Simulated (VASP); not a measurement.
# TiH (Fm-3m) in VASP: further runs

The runs below take TiH through single point, relaxation of cell and atoms, with PBEsol.

Program: VASP 6.6.1. These are calculated values, not measurements. Logs are shortened: lines on timing, memory, paths and dates and some standing lists are left out, and cuts for length are marked.

**1. The cell of the first run**

It takes space group Fm-3m (No. 225, cubic). The conventional cell has a = 3.811 Å, b = 3.811 Å, c = 3.811 Å, α = 90.00°, β = 90.00°, γ = 90.00°. Within 2.5 Å of Ti (site symmetry m-3m) lie 6 H at 1.91 Å. Within 2.5 Å of H (site symmetry m-3m) lie 6 Ti at 1.91 Å.

**2. Single point, PBEsol**

Contents of INCAR:

```
SYSTEM = TiH
PREC = Accurate
ENCUT = 500
EDIFF = 1E-6
ISMEAR = -1
SIGMA = 0.1
LREAL = .False.
LASPH = .True.
NELM = 120
ALGO = Normal
ISIF = 2
LWAVE = .False.
LCHARG = .True.
GGA = PS
LELF = .True.
LVHAR = .True.
NBANDS = 14
GGA_COMPAT = .False.
```

Contents of KPOINTS:

```
Automatic mesh
0
Gamma
  18 18 18
  0 0 0
```

Contents of POSCAR:

```
TiH
1.0
    0.0000000000      1.9053748680      1.9053748680
    1.9053748680      0.0000000000      1.9053748680
    1.9053748680      1.9053748680      0.0000000000
Ti H
1 1
Direct
    0.0000000000      0.0000000000      0.0000000000
    0.5000000000      0.5000000000      0.5000000000
```

Potentials or basis: VASP PAW PBE potentials, release 64 (Ti_sv, H).

Run with:

```bash
$ cat potpaw_PBE.64/Ti_sv/POTCAR potpaw_PBE.64/H/POTCAR > POTCAR
$ mpirun -np 1 vasp_std > vasp.out
```

OUTCAR:

```text
SYSTEM = TiH
   PREC = Accurate
   ENCUT = 500
   EDIFF = 1E-6
   ISMEAR = -1
   LREAL = .False.
   LASPH = .True.
   NELM = 120
   ISIF = 2
   GGA = PS

 ion  position               nearest neighbor table
   1  0.000  0.000  0.000-
   2  0.500  0.500  0.500-

  LATTYP: Found a face centered cubic cell.
 ALAT       =     3.8107497360

  Lattice vectors:

 A1 = (   0.0000000000,   1.9053748680,   1.9053748680)
 A2 = (   1.9053748680,   0.0000000000,   1.9053748680)
 A3 = (   1.9053748680,   1.9053748680,   0.0000000000)

Analysis of symmetry for initial positions (statically):
=====================================================================
 Subroutine PRICEL returns:
 Original cell was already a primitive cell.

 Routine SETGRP: Setting up the symmetry group for a
 face centered cubic supercell.

 Subroutine GETGRP returns: Found 48 space group operations
 (whereof 48 operations were pure point group operations)
 out of a pool of 48 trial point group operations.

The static configuration has the point symmetry O_h .

Analysis of symmetry for dynamics (positions and initial velocities):
=====================================================================
 Subroutine PRICEL returns:
 Original cell was already a primitive cell.

 Routine SETGRP: Setting up the symmetry group for a
 face centered cubic supercell.

 Subroutine GETGRP returns: Found 48 space group operations
 (whereof 48 operations were pure point group operations)
 out of a pool of 48 trial point group operations.

The dynamic configuration has the point symmetry O_h .

 Subroutine INISYM returns: Found 48 space group operations
 (whereof 48 operations are pure point group operations),
 and found     1 'primitive' translations

----------------------------------------------------------------------------------------

                                     Primitive cell

  volume of cell :      13.8347

  direct lattice vectors                    reciprocal lattice vectors
     0.000000000  1.905374868  1.905374868    -0.262415553  0.262415553  0.262415553
     1.905374868  0.000000000  1.905374868     0.262415553 -0.262415553  0.262415553
     1.905374868  1.905374868  0.000000000     0.262415553  0.262415553 -0.262415553

  length of vectors
     2.694606980  2.694606980  2.694606980     0.454517071  0.454517071  0.454517071

  position of ions in fractional coordinates (direct lattice)
     0.000000000  0.000000000  0.000000000
     0.500000000  0.500000000  0.500000000

  ion indices of the primitive-cell ions
   primitive index   ion index
                 1           1
                 2           2

----------------------------------------------------------------------------------------

 KPOINTS: Automatic mesh

Automatic generation of k-mesh.
 Grid dimensions read from file:
 generate k-points for:   18   18   18

 Generating k-lattice:

  Cartesian coordinates                     Fractional coordinates (reciprocal lattice)
    -0.014578642  0.014578642  0.014578642     0.055555556  0.000000000  0.000000000
     0.014578642 -0.014578642  0.014578642     0.000000000  0.055555556  0.000000000
     0.014578642  0.014578642 -0.014578642     0.000000000  0.000000000  0.055555556

  Length of vectors
     0.025250948  0.025250948  0.025250948

  Shift w.r.t. Gamma in fractional coordinates (k-lattice)
     0.000000000  0.000000000  0.000000000

 Subroutine IBZKPT returns following result:
 ===========================================

 Found    195 irreducible k-points:

 Following reciprocal coordinates:
            Coordinates               Weight
  0.000000  0.000000  0.000000      1.000000
  0.055556  0.000000  0.000000      8.000000
  0.111111  0.000000  0.000000      8.000000
  0.166667  0.000000  0.000000      8.000000
  0.222222  0.000000  0.000000      8.000000
  0.277778  0.000000  0.000000      8.000000
[... 16 lines left out ...]
 -0.277778  0.055556  0.000000     24.000000
 -0.222222  0.055556  0.000000     24.000000
 [... further k-points ...]
   k-points           NKPTS =    195   k-points in BZ     NKDIM =    195   number of bands    NBANDS=     14
   number of dos      NEDOS =    301   number of ions     NIONS =      2
   total plane-waves  NPLWV =   8000
   dimension x,y,z NGX =    20 NGY =   20 NGZ =   20
   dimension x,y,z NGXF=    40 NGYF=   40 NGZF=   40
   ions per type =               1   1
   NGX,Y,Z   is equivalent  to a cutoff of  12.34, 12.34, 12.34 a.u.
   NGXF,Y,Z  is equivalent  to a cutoff of  24.68, 24.68, 24.68 a.u.
 SYSTEM =  TiH
   PREC   = accura    normal or accurate (medium, high low for compatibility)
   ISTART =      0    job   : 0-new  1-cont  2-samecut
   ICHARG =      2    charge: 1-file 2-atom 10-const
   ISPIN  =      1    spin polarized calculation?
   LNONCOLLINEAR =      F non collinear calculations
   LSORBIT =      F    spin-orbit coupling
   LASPH  =      T    aspherical Exc in radial PAW
   ENCUT  =  500.0 eV  36.75 Ry    6.06 a.u.   4.91  4.91  4.91*2*pi/ulx,y,z
   NELM   =    120;   NELMIN=  2; NELMDL= -5     # of ELM steps
   EDIFF  = 0.1E-05   stopping-criterion for ELM
   LREAL  =      F    real-space projection
   EDIFFG = 0.1E-04   stopping-criterion for IOM
   NSW    =      0    number of steps for IOM
   IBRION =     -1    ionic relax: 0-MD 1-quasi-New 2-CG
   NFREE  =      0    steps in history (QN), initial steepest desc. (CG)
   ISIF   =      2    stress and relaxation
   ISYM   =      2    0-nonsym 1-usesym 2-fastsym
   POTIM  = 0.5000    time-step for ionic-motion
   TEBEG  =    0.0;   TEEND  =   0.0 temperature during run
   PSTRESS=    0.0 pullay stress
   NELECT =      13.0000    total number of electrons
   NUPDOWN=      -1.0000    fix difference up-down
   EMIN   =  10.00;   EMAX   =-10.00  energy-range for DOS
   EFERMI =   0.00;   METHOD = LEGACY
   ISMEAR =    -1;   SIGMA  =   0.10  broadening in eV -4-tet -1-fermi 0-gaus
   EFERMI_NEDOS =   21; number of points for ismear=-14 and -15
   IALGO  =     38    algorithm
   IMIX   =      4    mixing-type and parameters
     AMIX     =   0.40;   BMIX     =  1.00
     AMIX_MAG =   1.60;   BMIX_MAG =  1.00
  volume/ion in A,a.u.               =       6.92        46.68
  Fermi-wavevector in a.u.,A,eV,Ry     =   1.603487  3.030152 34.982911  2.571171
  Thomas-Fermi vector in A             =   2.700142
   LORBIT       =      0    0 simple, 1 ext, 2 COOP (PROOUT), +10 PAW based schemes
   GGA     = PS    functional components
   LHFCALC =     F    Hartree Fock is set to
   AEXX    =    0.0000 exact exchange contribution
   IVDW    =     0    specifies the selected vdW correction
   LEPSILON=     F    determine dielectric tensor
   LRPA    =     F    only Hartree local field effects (RPA)
 non-spin polarized calculation
  energy-cutoff  :      500.00
  volume of cell :       13.83
 maximum number of plane-waves:       361
   NGX =  9   NGY =  9   NGZ =  9

 number of electron      12.9999996 magnetization

 Free energy of the ion-electron system (eV)
  ---------------------------------------------------
  ext. energy  EPLUGINS =         0.00000000
  ---------------------------------------------------
  free energy    TOTEN  =       -11.84624961 eV

  energy without entropy =      -11.79450852  energy(sigma->0) =      -11.82037907

 E-fermi :  12.0244     XC(G=0): -13.4648

 val. band max:       12.0192454682   @ k =  -0.1667   0.1667   0.0000
 cond. band min:      12.0363451816   @ k =   0.3333   0.1667   0.0000
 fundamental gap:      0.0170997134
 Fermi energy:        12.0244268949

 k-point     1 :       0.0000    0.0000    0.0000
  band No.  band energies     occupation
      1     -44.1409      2.00000
      2     -19.7160      2.00000
      3     -19.7160      2.00000
      4     -19.7160      2.00000
      5       1.3229      2.00000
      6      12.7283      0.00175
      7      12.7283      0.00175
      8      12.7283      0.00175
      9      14.8921      0.00000
     10      14.8921      0.00000
     11      25.6230      0.00000
     12      28.0207      0.00000
     13      30.7694      0.00000
     14      30.7694      0.00000

 k-point     2 :       0.0556    0.0000    0.0000
  band No.  band energies     occupation
      1     -44.1312      2.00000
      2     -19.7663      2.00000
      3     -19.7212      2.00000
      4     -19.7212      2.00000
      5       1.4404      2.00000
      6      12.6305      0.00466
      7      12.7779      0.00107
      8      12.7779      0.00107
      9      14.8400      0.00000
     10      14.8400      0.00000
     11      25.0143      0.00000
     12      28.1891      0.00000
     13      30.9365      0.00000
     14      30.9365      0.00000

 k-point     3 :       0.1111    0.0000    0.0000
  band No.  band energies     occupation
      1     -44.1031      2.00000
      2     -19.9097      2.00000
      3     -19.7363      2.00000
      4     -19.7363      2.00000
      5       1.7830      2.00000
      6      12.3513      0.07334
      7      12.9013      0.00031
      8      12.9013      0.00031
      9      14.7215      0.00000
     10      14.7216      0.00000
     11      23.7987      0.00000
     12      28.6137      0.00000
     13      31.4091      0.00000
     14      31.4091      0.00000

 k-point     4 :       0.1667    0.0000    0.0000
  band No.  band energies     occupation
      1     -44.0598      2.00000
      2     -20.1254      2.00000
      3     -19.7594      2.00000
      4     -19.7594      2.00000
      5       2.3236      2.00000
      6      11.9236      1.46546
      7      13.0082      0.00011
      8      13.0082      0.00011
      9      14.6557      0.00000
     10      14.6557      0.00000
     11      22.5884      0.00000
     12      29.0166      0.00000
     13      32.1105      0.00000
     14      32.1105      0.00000

 k-point     5 :       0.2222    0.0000    0.0000
  band No.  band energies     occupation
      1     -44.0062      2.00000
      2     -20.3836      2.00000
      3     -19.7874      2.00000
      4     -19.7874      2.00000
      5       3.0222      2.00000
      6      11.3806      1.99681
      7      12.9700      0.00016
      8      12.9700      0.00016
      9      14.7985      0.00000
     10      14.7985      0.00000
     11      21.6204      0.00000
[... 276 lines left out ...]
 k-point    22 :      -0.3333    0.0556    0.0000
  band No.  band energies     occupation
      1     -43.8721      2.00000
      2     -20.9599      2.00000
      3     -19.9024      2.00000
      4     -19.8417      2.00000
      5       5.0197      2.00000
      6       9.8051      2.00000
      7      12.3930      0.04894
      8      12.5074      0.01585
      9      15.5240      0.00000
     10      16.1234      0.00000
     11      20.9344      0.00000
     12      26.2905      0.00000
     13      32.7911      0.00000
     14      35.1067      0.00000

 k-point    23 :      -0.2778    0.0556    0.0000
  band No.  band energies     occupation
      1     -43.9237      2.00000
      2     -20.7339      2.00000
      3     -19.8779      2.00000
      4     -19.8115      2.00000
      5       4.1640      2.00000
      6      10.5272      2.00000
      7      12.5789      0.00778
      8      12.7519      0.00138
      9      14.9890      0.00000
     10      15.7045      0.00000
     11      21.0110      0.00000
     12      27.6718      0.00000
     13      32.7468      0.00000
     14      34.7514      0.00000

 k-point    24 :      -0.2222    0.0556    0.0000
  band No.  band energies     occupation
      1     -43.9805      2.00000
      2     -20.4777      2.00000
      3     -19.8470      2.00000
      4     -19.7809      2.00000
      5       3.3481      2.00000
      6      11.1779      1.99958
      7      12.7784      0.00106
      8      12.9980      0.00012
      9      14.5332      0.00000
     10      15.2942      0.00000
     11      21.4647      0.00000
     12      28.7196      0.00000
     13      32.2706      0.00000
     14      33.9220      0.00000

 [... further k-points ...]
[... 5 lines left out ...]
  --------------------------------------------------------------------------------------
  -------------------------------------------------------------------------------------
  Total        5.1367450      5.1367450      5.1367450      0.0000000      0.0000000     -0.0000000
  in kB      594.8771603    594.8771603    594.8771603      0.0000000      0.0000000     -0.0000000
  external PRESSURE =     594.8771603 kB  Pullay stress =       0.0000000 kB

 VOLUME and BASIS-vectors are now :
 -----------------------------------------------------------------------------
  energy-cutoff  :      500.00
  volume of cell :       13.83
      direct lattice vectors                 reciprocal lattice vectors
     0.000000000  1.905374868  1.905374868    -0.262415553  0.262415553  0.262415553
     1.905374868  0.000000000  1.905374868     0.262415553 -0.262415553  0.262415553
     1.905374868  1.905374868  0.000000000     0.262415553  0.262415553 -0.262415553

 POSITION                                       TOTAL-FORCE (eV/Angst)
 -----------------------------------------------------------------------------------
      0.00000      0.00000      0.00000         0.000000      0.000000     -0.000000
      1.90537      1.90537      1.90537        -0.000000     -0.000000      0.000000
 -----------------------------------------------------------------------------------
    total drift:                                0.000000     -0.000000     -0.000000

  FREE ENERGIE OF THE ION-ELECTRON SYSTEM (eV)
  ---------------------------------------------------
  free  energy   TOTEN  =       -11.8462496116 eV

  energy  without entropy=      -11.7945085201  energy(sigma->0) =      -11.82037907
```

It took 19 s on 1 thread of Intel Xeon Platinum 8488C (Sapphire Rapids), shared host; peak memory 0.15 GiB.

What came out:

- Free energy: -11.8462 eV
- Pressure: 59.5 GPa
- Band gap on the k mesh: zero (an odd number of electrons rules out a gap without spin polarisation)

Caveat: the cell stands under pressure; the PAW data sets were made with another functional, which shifts forces and pressure a little; an odd number of electrons without spin polarisation forces a metal; a magnetic or distorted state may lie lower.

(Continued in part 2 of 4.)
